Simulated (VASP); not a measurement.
# Bi3Te2S (P-3m1) in VASP: single point with PBE

Aim: the single point of Bi3Te2S with PBE.

Everything below comes from runs of VASP 6.6.1. Logs are shortened: lines on timing, memory, paths and dates and some standing lists are left out, and cuts for length are marked.

## (1) The cell of the first run

It takes space group P-3m1 (No. 164, trigonal). Conventional cell: a = 4.379 Å, b = 4.379 Å, c = 24.588 Å, α = 90.00°, β = 90.00°, γ = 120.00°. Bi (site symmetry 3m) has 3 S at 2.81 Å and 3 Te at 3.31 Å within 3.7 Å. Bi (site symmetry 3m) has 6 Te at 3.10 to 3.27 Å within 4.1 Å. Within 4.0 Å of Bi (site symmetry 3m) lie 3 Bi at 3.06 Å and 3 Te at 3.60 Å. Te (site symmetry 3m) has 6 Bi at 3.27 to 3.31 Å and 3 S at 4.21 Å within 4.3 Å. Within 4.1 Å of Te (site symmetry 3m) lie 6 Bi at 3.10 to 3.60 Å. S (site symmetry 3m) has 3 Bi at 2.81 Å within 3.7 Å.

## (2) Single point, PBE

File INCAR:

```
SYSTEM = Bi3Te2S
ALGO = Normal
EDIFF = 1E-6
ENCUT = 520
GGA = PE
ISIF = 2
ISMEAR = 0
LASPH = .TRUE.
LCHARG = .FALSE.
LREAL = .FALSE.
LWAVE = .FALSE.
NBANDS = 75
NELM = 100
PREC = Accurate
SIGMA = 0.1
```

File KPOINTS:

```
k-points
0
G
  6 6 1
  0 0 0
```

File POSCAR:

```
Bi3Te2S
1.0
    4.3785805300      0.0000000000      0.0000000000
   -2.1892902600      3.7919619700      0.0000000000
    0.0000000000      0.0000000000     24.5875759100
Bi Te S
6 4 2
Direct
    0.0000000000      0.0000000000      0.8834070000
    0.0000000000      0.0000000000      0.1165930000
    0.6666666700      0.3333333300      0.7125309700
    0.3333333300      0.6666666700      0.2874690300
    0.3333333300      0.6666666700      0.5351899900
    0.6666666700      0.3333333300      0.4648100100
    0.3333333300      0.6666666700      0.7966129800
    0.6666666700      0.3333333300      0.2033870200
    0.0000000000      0.0000000000      0.6392610100
    0.0000000000      0.0000000000      0.3607389900
    0.6666666700      0.3333333300      0.9333019900
    0.3333333300      0.6666666700      0.0666980100
```

Potentials or basis: VASP PAW PBE potentials, release 64 (Bi_d, Te, S).

Command:

```console
cat potpaw_PBE.64/Bi_d/POTCAR potpaw_PBE.64/Te/POTCAR potpaw_PBE.64/S/POTCAR > POTCAR
mpirun -np 1 vasp_std > vasp.out
```

OUTCAR:

```text
SYSTEM = Bi3Te2S
   EDIFF = 1E-6
   ENCUT = 520
   GGA = PE
   ISIF = 2
   ISMEAR = 0
   LASPH = .TRUE.
   LREAL = .FALSE.
   NELM = 100
   PREC = Accurate

 ion  position               nearest neighbor table
   1  0.000  0.000  0.883-  11 2.81  11 2.81  11 2.81   7 3.31   7 3.31   7 3.31
   2  0.000  0.000  0.117-  12 2.81  12 2.81  12 2.81   8 3.31   8 3.31   8 3.31
   3  0.667  0.333  0.713-   9 3.10   9 3.10   9 3.10   7 3.27   7 3.27   7 3.27
   4  0.333  0.667  0.287-  10 3.10  10 3.10  10 3.10   8 3.27   8 3.27   8 3.27
   5  0.333  0.667  0.535-   6 3.06   6 3.06   6 3.06   9 3.60   9 3.60   9 3.60
   6  0.667  0.333  0.465-   5 3.06   5 3.06   5 3.06  10 3.60  10 3.60  10 3.60
   7  0.333  0.667  0.797-   3 3.27   3 3.27   3 3.27   1 3.31   1 3.31   1 3.31
   8  0.667  0.333  0.203-   4 3.27   4 3.27   4 3.27   2 3.31   2 3.31   2 3.31
   9  0.000  0.000  0.639-   3 3.10   3 3.10   3 3.10   5 3.60   5 3.60   5 3.60
  10  0.000  0.000  0.361-   4 3.10   4 3.10   4 3.10   6 3.60   6 3.60   6 3.60
  11  0.667  0.333  0.933-   1 2.81   1 2.81   1 2.81
  12  0.333  0.667  0.067-   2 2.81   2 2.81   2 2.81

  LATTYP: Found a hexagonal cell.
 ALAT       =     4.3785805300
 C/A-ratio  =     5.6154216513

  Lattice vectors:

 A1 = (   4.3785805300,   0.0000000000,   0.0000000000)
 A2 = (  -2.1892902600,   3.7919619700,   0.0000000000)
 A3 = (   0.0000000000,   0.0000000000,  24.5875759100)

Analysis of symmetry for initial positions (statically):
=====================================================================
 Subroutine PRICEL returns:
 Original cell was already a primitive cell.

 Routine SETGRP: Setting up the symmetry group for a
 hexagonal supercell.

 Subroutine GETGRP returns: Found 12 space group operations
 (whereof 12 operations were pure point group operations)
 out of a pool of 24 trial point group operations.

The static configuration has the point symmetry D_3d.

Analysis of symmetry for dynamics (positions and initial velocities):
=====================================================================
 Subroutine PRICEL returns:
 Original cell was already a primitive cell.

 Routine SETGRP: Setting up the symmetry group for a
 hexagonal supercell.

 Subroutine GETGRP returns: Found 12 space group operations
 (whereof 12 operations were pure point group operations)
 out of a pool of 24 trial point group operations.

The dynamic configuration has the point symmetry D_3d.

 Subroutine INISYM returns: Found 12 space group operations
 (whereof 12 operations are pure point group operations),
 and found     1 'primitive' translations

----------------------------------------------------------------------------------------

                                     Primitive cell

  volume of cell :     408.2376

  direct lattice vectors                    reciprocal lattice vectors
     4.378580530  0.000000000  0.000000000     0.228384517  0.131857862  0.000000000
    -2.189290260  3.791961970  0.000000000     0.000000000  0.263715725  0.000000000
     0.000000000  0.000000000 24.587575910     0.000000000  0.000000000  0.040670947

  length of vectors
     4.378580530  4.378580526 24.587575910     0.263715725  0.263715725  0.040670947

  position of ions in fractional coordinates (direct lattice)
     0.000000000  0.000000000  0.883407000
     0.000000000  0.000000000  0.116593000
     0.666666670  0.333333330  0.712530970
     0.333333330  0.666666670  0.287469030
     0.333333330  0.666666670  0.535189990
     0.666666670  0.333333330  0.464810010
     0.333333330  0.666666670  0.796612980
     0.666666670  0.333333330  0.203387020
     0.000000000  0.000000000  0.639261010
     0.000000000  0.000000000  0.360738990
     0.666666670  0.333333330  0.933301990
     0.333333330  0.666666670  0.066698010

  ion indices of the primitive-cell ions
   primitive index   ion index
                 1           1
                 2           2
                 3           3
                 4           4
                 5           5
                 6           6
                 7           7
                 8           8
                 9           9
                10          10
                11          11
                12          12

----------------------------------------------------------------------------------------

 KPOINTS: k-points

Automatic generation of k-mesh.
 Grid dimensions read from file:
 generate k-points for:    6    6    1

 Generating k-lattice:

  Cartesian coordinates                     Fractional coordinates (reciprocal lattice)
     0.038064086  0.021976310  0.000000000     0.166666667  0.000000000  0.000000000
     0.000000000  0.043952621  0.000000000     0.000000000  0.166666667  0.000000000
     0.000000000  0.000000000  0.040670947     0.000000000  0.000000000  1.000000000

  Length of vectors
     0.043952621  0.043952621  0.040670947

  Shift w.r.t. Gamma in fractional coordinates (k-lattice)
     0.000000000  0.000000000  0.000000000

 Subroutine IBZKPT returns following result:
 ===========================================

 Found      7 irreducible k-points:

 Following reciprocal coordinates:
            Coordinates               Weight
  0.000000  0.000000  0.000000      1.000000
  0.166667  0.000000  0.000000      6.000000
  0.333333  0.000000  0.000000      6.000000
  0.500000  0.000000  0.000000      3.000000
  0.166667  0.166667  0.000000      6.000000
  0.333333  0.166667  0.000000     12.000000
  0.333333  0.333333  0.000000      2.000000
   k-points           NKPTS =      7   k-points in BZ     NKDIM =      7   number of bands    NBANDS=     75
   number of dos      NEDOS =    301   number of ions     NIONS =     12
   total plane-waves  NPLWV = 248832
   dimension x,y,z NGX =    36 NGY =   36 NGZ =  192
   dimension x,y,z NGXF=    72 NGYF=   72 NGZF=  384
   ions per type =               6   4   2
   NGX,Y,Z   is equivalent  to a cutoff of  13.67, 13.67, 12.98 a.u.
   NGXF,Y,Z  is equivalent  to a cutoff of  27.34, 27.34, 25.96 a.u.
 SYSTEM =  Bi3Te2S
   PREC   = accura    normal or accurate (medium, high low for compatibility)
   ISTART =      0    job   : 0-new  1-cont  2-samecut
   ICHARG =      2    charge: 1-file 2-atom 10-const
   ISPIN  =      1    spin polarized calculation?
   LNONCOLLINEAR =      F non collinear calculations
   LSORBIT =      F    spin-orbit coupling
   LASPH  =      T    aspherical Exc in radial PAW
   ENCUT  =  520.0 eV  38.22 Ry    6.18 a.u.   8.14  8.14 45.72*2*pi/ulx,y,z
   NELM   =    100;   NELMIN=  2; NELMDL= -5     # of ELM steps
   EDIFF  = 0.1E-05   stopping-criterion for ELM
   LREAL  =      F    real-space projection
   EDIFFG = 0.1E-04   stopping-criterion for IOM
   NSW    =      0    number of steps for IOM
   IBRION =     -1    ionic relax: 0-MD 1-quasi-New 2-CG
   NFREE  =      0    steps in history (QN), initial steepest desc. (CG)
   ISIF   =      2    stress and relaxation
   ISYM   =      2    0-nonsym 1-usesym 2-fastsym
   POTIM  = 0.5000    time-step for ionic-motion
   TEBEG  =    0.0;   TEEND  =   0.0 temperature during run
   PSTRESS=    0.0 pullay stress
   NELECT =     126.0000    total number of electrons
   NUPDOWN=      -1.0000    fix difference up-down
   EMIN   =  10.00;   EMAX   =-10.00  energy-range for DOS
   EFERMI =   0.00;   METHOD = LEGACY
   ISMEAR =     0;   SIGMA  =   0.10  broadening in eV -4-tet -1-fermi 0-gaus
   EFERMI_NEDOS =   21; number of points for ismear=-14 and -15
   IALGO  =     38    algorithm
   IMIX   =      4    mixing-type and parameters
     AMIX     =   0.40;   BMIX     =  1.00
     AMIX_MAG =   1.60;   BMIX_MAG =  1.00
  volume/ion in A,a.u.               =      34.02       229.58
  Fermi-wavevector in a.u.,A,eV,Ry     =   1.106354  2.090705 16.653784  1.224019
  Thomas-Fermi vector in A             =   2.242853
   LORBIT       =      0    0 simple, 1 ext, 2 COOP (PROOUT), +10 PAW based schemes
   GGA     = PE    functional components
   LHFCALC =     F    Hartree Fock is set to
   AEXX    =    0.0000 exact exchange contribution
   IVDW    =     0    specifies the selected vdW correction
   LEPSILON=     F    determine dielectric tensor
   LRPA    =     F    only Hartree local field effects (RPA)
 non-spin polarized calculation
 Gauss-broadening in eV      SIGMA  =   0.10
  energy-cutoff  :      520.00
  volume of cell :      408.24
 maximum number of plane-waves:     11006
 NGX is ok and might be reduce to    36
   NGX = 17   NGY = 17   NGZ = 91

 number of electron     125.9999996 magnetization

 Free energy of the ion-electron system (eV)
  ---------------------------------------------------
  ext. energy  EPLUGINS =         0.00000000
  ---------------------------------------------------
  free energy    TOTEN  =       -46.47957287 eV

  energy without entropy =      -46.47716223  energy(sigma->0) =      -46.47836755

 E-fermi :   5.5616     XC(G=0):  -9.0685

 val. band max:        5.5090125367   @ k =   0.0000   0.0000   0.0000
 cond. band min:       5.6136952872   @ k =   0.0000   0.0000   0.0000
 fundamental gap:      0.1046827505
 Fermi energy:         5.5615649322

 k-point     1 :       0.0000    0.0000    0.0000
  band No.  band energies     occupation
      1     -18.0350      2.00000
      2     -18.0349      2.00000
      3     -18.0241      2.00000
      4     -18.0241      2.00000
      5     -18.0240      2.00000
      6     -18.0240      2.00000
[... 67 lines left out ...]
     74       7.2851      0.00000
     75       7.2853      0.00000

 k-point     2 :       0.1667    0.0000    0.0000
  band No.  band energies     occupation
      1     -18.0334      2.00000
      2     -18.0333      2.00000
      3     -18.0267      2.00000
      4     -18.0266      2.00000
      5     -18.0241      2.00000
      6     -18.0241      2.00000
[... 67 lines left out ...]
     74       7.9457      0.00000
     75       8.0933      0.00000

 k-point     3 :       0.3333    0.0000    0.0000
  band No.  band energies     occupation
      1     -18.0348      2.00000
      2     -18.0347      2.00000
      3     -18.0284      2.00000
      4     -18.0283      2.00000
      5     -18.0247      2.00000
      6     -18.0246      2.00000
[... 67 lines left out ...]
     74       8.4699      0.00000
     75       8.6047      0.00000

 k-point     4 :       0.5000    0.0000    0.0000
  band No.  band energies     occupation
      1     -18.0374      2.00000
      2     -18.0374      2.00000
      3     -18.0281      2.00000
      4     -18.0280      2.00000
      5     -18.0250      2.00000
      6     -18.0250      2.00000
[... 67 lines left out ...]
     74       8.6851      0.00000
     75       8.7028      0.00000

 k-point     5 :       0.1667    0.1667    0.0000
  band No.  band energies     occupation
      1     -18.0324      2.00000
      2     -18.0324      2.00000
      3     -18.0287      2.00000
      4     -18.0286      2.00000
      5     -18.0249      2.00000
      6     -18.0249      2.00000
[... 67 lines left out ...]
     74       8.4983      0.00000
     75       8.7375      0.00000

 k-point     6 :       0.3333    0.1667    0.0000
  band No.  band energies     occupation
      1     -18.0348      2.00000
      2     -18.0348      2.00000
      3     -18.0273      2.00000
      4     -18.0272      2.00000
      5     -18.0262      2.00000
      6     -18.0262      2.00000
[... 67 lines left out ...]
     74       8.8845      0.00000
     75       8.9542      0.00000

 k-point     7 :       0.3333    0.3333    0.0000
  band No.  band energies     occupation
      1     -18.0330      2.00000
      2     -18.0330      2.00000
      3     -18.0289      2.00000
      4     -18.0289      2.00000
      5     -18.0253      2.00000
      6     -18.0252      2.00000
[... 67 lines left out ...]
     74       9.0760      0.00000
     75       9.0760      0.00000

------------------------ aborting loop because EDIFF is reached ----------------------------------------

  FORCE on cell =-STRESS in cart. coord.  units (eV):
  Direction    XX          YY          ZZ          XY          YZ          ZX
  --------------------------------------------------------------------------------------
  -------------------------------------------------------------------------------------
  Total       -0.6155130     -0.6155130     -0.4574394     -0.0000000      0.0000000     -0.0000000
  in kB       -2.4156544     -2.4156544     -1.7952754     -0.0000000      0.0000000     -0.0000000
  external PRESSURE =      -2.2088614 kB  Pullay stress =       0.0000000 kB

 VOLUME and BASIS-vectors are now :
 -----------------------------------------------------------------------------
  energy-cutoff  :      520.00
  volume of cell :      408.24
      direct lattice vectors                 reciprocal lattice vectors
     4.378580530  0.000000000  0.000000000     0.228384517  0.131857862  0.000000000
    -2.189290260  3.791961970  0.000000000     0.000000000  0.263715725  0.000000000
     0.000000000  0.000000000 24.587575910     0.000000000  0.000000000  0.040670947

 POSITION                                       TOTAL-FORCE (eV/Angst)
 -----------------------------------------------------------------------------------
      0.00000      0.00000     21.72084         0.000000     -0.000000      0.008903
      0.00000      0.00000      2.86674         0.000000      0.000000     -0.008903
      2.18929      1.26399     17.51941        -0.000000      0.000000      0.013649
     -0.00000      2.52797      7.06817         0.000000     -0.000000     -0.013649
     -0.00000      2.52797     13.15902        -0.000000      0.000000     -0.083982
      2.18929      1.26399     11.42855        -0.000000     -0.000000      0.083982
     -0.00000      2.52797     19.58678         0.000000     -0.000000      0.013240
      2.18929      1.26399      5.00079         0.000000      0.000000     -0.013240
      0.00000      0.00000     15.71788         0.000000      0.000000      0.120135
      0.00000      0.00000      8.86970         0.000000     -0.000000     -0.120135
      2.18929      1.26399     22.94763        -0.000000      0.000000     -0.068807
     -0.00000      2.52797      1.63994         0.000000     -0.000000      0.068807
 -----------------------------------------------------------------------------------
    total drift:                               -0.000000      0.000000      0.000000

  FREE ENERGIE OF THE ION-ELECTRON SYSTEM (eV)
  ---------------------------------------------------
  free  energy   TOTEN  =       -46.4795728686 eV

  energy  without entropy=      -46.4771622300  energy(sigma->0) =      -46.47836755
```

Run time: 9.2 min. Hardware: 1 thread of AMD EPYC 7R13, shared host; peak memory 0.62 GiB.

What came out:

* Free energy: -46.4796 eV
* Pressure: -0.2 GPa
* Largest force: 0.120 eV/Å
* Band gap on the k mesh: 0.10 eV, direct

Forces on the atoms (eV/Å):
```
Bi   0.000  0.000  0.009
Bi   0.000  0.000 -0.009
Bi   0.000  0.000  0.014
Bi   0.000  0.000 -0.014
Bi   0.000  0.000 -0.084
Bi   0.000  0.000  0.084
Te   0.000  0.000  0.013
Te   0.000  0.000 -0.013
Te   0.000  0.000  0.120
Te   0.000  0.000 -0.120
S    0.000  0.000 -0.069
S    0.000  0.000  0.069
```

Levels at points of the mesh, in eV from the valence-band top:
| k point | band 59 | band 60 | band 61 | band 62 | band 63 | band 64 | band 65 | band 66 | band 67 | band 68 |
| --- | --- | --- | --- | --- | --- | --- | --- | --- | --- | --- |
| (0.00, 0.00, 0.00) | -1.18 | -1.16 | -0.19 | -0.19 | 0.00 | 0.10 | 0.75 | 0.75 | 0.83 | 0.84 |
| (0.50, 0.00, 0.00) | -1.52 | -1.47 | -1.46 | -1.10 | -0.85 | 0.40 | 0.82 | 1.12 | 1.29 | 1.57 |

Caveat: spin-orbit coupling is left out, which moves the levels of the heavy elements; this functional lacks dispersion, which binds the layers, so the pressure and a relaxed spacing across them are unreliable.
